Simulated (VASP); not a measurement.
# Ru (P6_3/mmc) in VASP: notebook, part 2 of 2

VASP 6.6.1.

### 3 Single point, PBE+D4

This run uses another cell than the first one, of 13.57 Å³/atom, 1.007 times its volume.

INCAR

```
SYSTEM = Ru
PREC = Accurate
ENCUT = 520
EDIFF = 1E-7
ISMEAR = -1
SIGMA = 0.05
LREAL = .FALSE.
LASPH = .TRUE.
NELM = 100
ALGO = Normal
ISIF = 2
LWAVE = .FALSE.
LCHARG = .FALSE.
GGA = PE
IVDW = 13
NBANDS = 21
```

KPOINTS

```
Automatic mesh
0
G
  11 11 6
  0 0 0
```

POSCAR

```
Ru
1.0
    2.7058000000      0.0000000000      0.0000000000
   -1.3529000000      2.3432915376      0.0000000000
    0.0000000000      0.0000000000      4.2819000000
Ru
2
Direct
    0.6666666667      0.3333333333      0.7500000000
    0.3333333333      0.6666666667      0.2500000000
```

Potentials or basis: VASP PAW PBE potentials, release 64 (Ru_pv).

On the command line:

```sh
$ cat potpaw_PBE.64/Ru_pv/POTCAR > POTCAR
$ mpirun -np 1 vasp_std > vasp.out
```

OUTCAR:

```text
SYSTEM = Ru
   PREC = Accurate
   ENCUT = 520
   EDIFF = 1E-7
   ISMEAR = -1
   LREAL = .FALSE.
   LASPH = .TRUE.
   NELM = 100
   ISIF = 2
   GGA = PE
   IVDW = 13

 ion  position               nearest neighbor table
   1  0.667  0.333  0.750-   2 2.65   2 2.65   2 2.65   2 2.65   2 2.65   2 2.65
   2  0.333  0.667  0.250-   1 2.65   1 2.65   1 2.65   1 2.65   1 2.65   1 2.65

  LATTYP: Found a hexagonal cell.
 ALAT       =     2.7058000000
 C/A-ratio  =     1.5824894671

  Lattice vectors:

 A1 = (   2.7058000000,   0.0000000000,   0.0000000000)
 A2 = (  -1.3529000000,   2.3432915376,   0.0000000000)
 A3 = (   0.0000000000,   0.0000000000,   4.2819000000)

Analysis of symmetry for initial positions (statically):
=====================================================================
 Subroutine PRICEL returns:
 Original cell was already a primitive cell.

 Routine SETGRP: Setting up the symmetry group for a
 hexagonal supercell.

 Subroutine GETGRP returns: Found 24 space group operations
 (whereof 12 operations were pure point group operations)
 out of a pool of 24 trial point group operations.

The static configuration has the point symmetry D_3d.
 The point group associated with its full space group is D_6h.

Analysis of symmetry for dynamics (positions and initial velocities):
=====================================================================
 Subroutine PRICEL returns:
 Original cell was already a primitive cell.

 Routine SETGRP: Setting up the symmetry group for a
 hexagonal supercell.

 Subroutine GETGRP returns: Found 24 space group operations
 (whereof 12 operations were pure point group operations)
 out of a pool of 24 trial point group operations.

The dynamic configuration has the point symmetry D_3d.
 The point group associated with its full space group is D_6h.

 Subroutine INISYM returns: Found 24 space group operations
 (whereof 12 operations are pure point group operations),
 and found     1 'primitive' translations

[... 113 lines left out ...]
     AMIX     =   0.40;   BMIX     =  1.00
     AMIX_MAG =   1.60;   BMIX_MAG =  1.00
  volume/ion in A,a.u.               =      13.57        91.61
  Fermi-wavevector in a.u.,A,eV,Ry     =   1.654022  3.125649 37.222674  2.735789
  Thomas-Fermi vector in A             =   2.742361
   LORBIT       =      0    0 simple, 1 ext, 2 COOP (PROOUT), +10 PAW based schemes
   GGA     = PE    functional components
   LHFCALC =     F    Hartree Fock is set to
   AEXX    =    0.0000 exact exchange contribution
   IVDW    =    13    specifies the selected vdW correction
   LEPSILON=     F    determine dielectric tensor
   LRPA    =     F    only Hartree local field effects (RPA)
 non-spin polarized calculation
  energy-cutoff  :      520.00
  volume of cell :       27.15
 maximum number of plane-waves:       744
 NGX is ok and might be reduce to    20
   NGX =  9   NGY =  9   NGZ = 15

 number of electron      28.0000008 magnetization

 Free energy of the ion-electron system (eV)
  ---------------------------------------------------
  ext. energy  EPLUGINS =         0.00000000
  ---------------------------------------------------
  free energy    TOTEN  =       -18.45982029 eV

  energy without entropy =      -18.44299938  energy(sigma->0) =      -18.45140984

 E-fermi :  12.7758     XC(G=0): -14.1208

 val. band max:       12.7567175927   @ k =   0.2727   0.0000   0.0000
 cond. band min:      12.7926963049   @ k =   0.2727   0.1818   0.0000
 fundamental gap:      0.0359787122
 Fermi energy:        12.7757801518

 k-point     1 :       0.0000    0.0000    0.0000
  band No.  band energies     occupation
      1     -30.8054      2.00000
      2     -29.8721      2.00000
      3     -29.8721      2.00000
      4     -29.7019      2.00000
      5     -29.7019      2.00000
      6     -29.6614      2.00000
[... 565 lines left out ...]
     20      23.2649      0.00000
     21      24.5726      0.00000

 [... further k-points ...]

------------------------ aborting loop because EDIFF is reached ----------------------------------------

  DFT-D4 for vdW energy calculation

  Edisp (eV):   -1.05059

  FORCE on cell =-STRESS in cart. coord.  units (eV):
  Direction    XX          YY          ZZ          XY          YZ          ZX
  --------------------------------------------------------------------------------------
  -------------------------------------------------------------------------------------
  Total      -0.22478    -0.22478    -0.24011    -0.00000     0.00000     0.00000
  in kB     -13.26497   -13.26497   -14.16989    -0.00000     0.00000     0.00000
  external pressure =      -13.57 kB  Pullay stress =        0.00 kB

 VOLUME and BASIS-vectors are now :
 -----------------------------------------------------------------------------
  energy-cutoff  :      520.00
  volume of cell :       27.15
      direct lattice vectors                 reciprocal lattice vectors
     2.705800000  0.000000000  0.000000000     0.369576465  0.213375072  0.000000000
    -1.352900000  2.343291538  0.000000000     0.000000000  0.426750144  0.000000000
     0.000000000  0.000000000  4.281900000     0.000000000  0.000000000  0.233541185

 POSITION                                       TOTAL-FORCE (eV/Angst)
 -----------------------------------------------------------------------------------
      1.35290      0.78110      3.21143         0.000000      0.000000      0.000000
     -0.00000      1.56219      1.07048        -0.000000     -0.000000      0.000000
 -----------------------------------------------------------------------------------
    total drift:                               -0.000000      0.000000     -0.000000

  FREE ENERGIE OF THE ION-ELECTRON SYSTEM (eV)
  ---------------------------------------------------
  free  energy   TOTEN  =       -19.5104112252 eV

  energy  without entropy=      -19.4935903120  energy(sigma->0) =      -19.50200077
```

stdout:

```text
POSCAR found type information on POSCAR Ru
 POSCAR found :  1 types and       2 ions
 scaLAPACK will be used
 LDA part: xc-table for (Slater+PW92), standard interpolation
 POSCAR, INCAR and KPOINTS ok, starting setup
 FFT: planning ... GRIDC
 FFT: planning ... GRID_SOFT
 FFT: planning ... GRID
 WAVECAR not read
 entering main loop
```

Wall time 23 s (1 thread of Intel Xeon 6975P-C, shared host); peak memory 0.15 GiB.

What came out:

* Free energy: -19.5104 eV
* Pressure: -1.4 GPa
* Band gap on the k mesh: zero (band 14 reaches 14.34 eV, above the bottom of band 15 at 11.27 eV)
* Dispersion energy per atom: -0.525 eV

Caveat: pairwise dispersion overbinds metals, which lowers pressure and volume.

### 4 Single point, PBE

This run uses another cell than the first one, of 13.57 Å³/atom, 1.007 times its volume.

INCAR

```
SYSTEM = Ru
PREC = Accurate ; ENCUT = 520
EDIFF = 1E-6 ; ISMEAR = -1
SIGMA = 0.03 ; LREAL = .FALSE.
LASPH = .TRUE. ; NELM = 80
ALGO = Normal ; ISIF = 2
LWAVE = .FALSE. ; LCHARG = .TRUE.
GGA = PE ; LELF = .TRUE.
LVHAR = .TRUE. ; NBANDS = 21
```

KPOINTS

```
regular mesh
0
G
  6 6 3
  0 0 0
```

POSCAR is that of step 3.

On the command line:

```sh
$ cat potpaw_PBE.64/Ru_pv/POTCAR > POTCAR
$ mpirun -np 1 vasp_std > vasp.out
```

Wall time 5.4 s (1 thread of Intel Xeon 6975P-C, shared host); peak memory 0.13 GiB.

It converged, with:

```yaml
Free_energy: -18.3863 eV
Pressure: 5.2 GPa
Band_gap_on_the_k_mesh: zero (band 14 reaches 14.43 eV, above the bottom of band 15 at 11.45 eV)
```

Stress tensor (GPa, compression positive):
```
7.13 0.00 0.00
0.00 7.13 0.00
0.00 0.00 1.27
```

Levels at points of the mesh, in eV from the Fermi level:
```
           k point  band 12  band 13  band 14  band 15  band 16  band 17
(0.00, 0.00, 0.00)    -1.88    -1.88    -1.35    -1.35     1.22     1.22
(0.50, 0.00, 0.00)    -1.75    -1.49     1.46     1.87     1.95     4.10
```

Caveat: the k points lie up to 0.49 Å⁻¹ apart.

### 5 Summary

| level | cell | k mesh | smearing | gap on the mesh (eV) | pressure (GPa) |
| --- | --- | --- | --- | --- | --- |
| RPBE+D4 | a = 2.699, b = 2.699, c = 4.273 Å, angles 90.0, 90.0, 120.0°, 2 atoms | 11 × 11 × 6 | fermi-dirac 0.05 eV | none | 0.1 |
| PBE+D4 | a = 2.706, b = 2.706, c = 4.282 Å, angles 90.0, 90.0, 120.0°, 2 atoms | 11 × 11 × 6 | fermi-dirac 0.05 eV | none | -1.4 |
| PBE | a = 2.706, b = 2.706, c = 4.282 Å, angles 90.0, 90.0, 120.0°, 2 atoms | 6 × 6 × 3 | fermi-dirac 0.03 eV | none | 5.2 |

Alike in all rows: task single point; potentials or basis VASP PAW PBE potentials, release 64 (Ru_pv); no spin polarisation; cutoff (eV) 520.

Caveats: some runs use coarse meshes; pairwise dispersion overbinds metals, which lowers pressure and volume (some runs); the PAW data sets were made with another functional, which shifts forces and pressure a little (some runs).

Absolute energies hang on the potentials; compare differences alone.
